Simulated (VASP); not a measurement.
Here is a VASP 6.6.1 calculation.

File INCAR:

```
SYSTEM = Ca
  AGGAC = 1.0
  AGGAX = 1.0
  ALDAC = 0.0
  ALDAX = 1.0
  ALGO = Normal
  EDIFF = 1E-6
  ENCUT = 520
  GGA = B5
  ISIF = 2
  ISMEAR = -1
  LASPH = .True.
  LCHARG = .False.
  LREAL = .False.
  LWAVE = .False.
  NBANDS = 11
  NELM = 80
  PREC = Accurate
  SIGMA = 0.1
```

The input KPOINTS:

```
k-points
0
Gamma
  17 17 17
  0 0 0
```

POSCAR

```
Ca
1.0
   -2.1961492074      2.1961492074      2.1961492074
    2.1961492074     -2.1961492074      2.1961492074
    2.1961492074      2.1961492074     -2.1961492074
Ca
1
Direct
    0.0000000000      0.0000000000      0.0000000000
```

Potentials or basis: VASP PAW PBE potentials, release 64 (Ca_sv).

The run is started by

```sh
$ cat potpaw_PBE.64/Ca_sv/POTCAR > POTCAR
$ mpirun -np 1 vasp_std > vasp.out
```

(1) Estimate the pressure.

(2) Estimate the band gap on the k mesh.

## Answers

(1) 0.0 GPa.

(2) zero (band 5 reaches 2.66 eV, above the bottom of band 6 at 2.42 eV).

Caveat: the PAW data sets were made with another functional, which shifts forces and pressure a little.
